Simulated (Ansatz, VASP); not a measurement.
**Si in VASP and in Ansatz**

```
Si
1.0
     4.20000    0.00000    0.00000
     0.00000    4.20000    0.00000
     0.00000    0.00000    4.20000
Si
2
Direct
  0.00000 0.00000 0.00000
  0.21772 0.13063 0.09797
```

Alike in both runs: task single point; functional PBE; k mesh 1 × 1 × 1; no spin polarisation.

```csv
,VASP,Ansatz
version,VASP 6.6.1,Ansatz 0.2 development build
potentials or method,"VASP PAW PBE potentials, release 64 (Si), cutoff 500 eV","all-electron unfrozen PAW, scalar-relativistic"
occupations,"fermi-dirac, width 0.3 eV",fermi-dirac
```

|  | VASP | Ansatz | Ansatz less VASP |
| --- | --- | --- | --- |
| rms of the force components (eV/Å) | 62.825 | 65.862 | +3.0369 |

Atom by atom the forces differ by 3.038 eV/Å (rms over components). Ansatz ran all-electron here, and VASP with PAW potentials.

The k mesh is coarse, so the values compare programs but aren't converged.
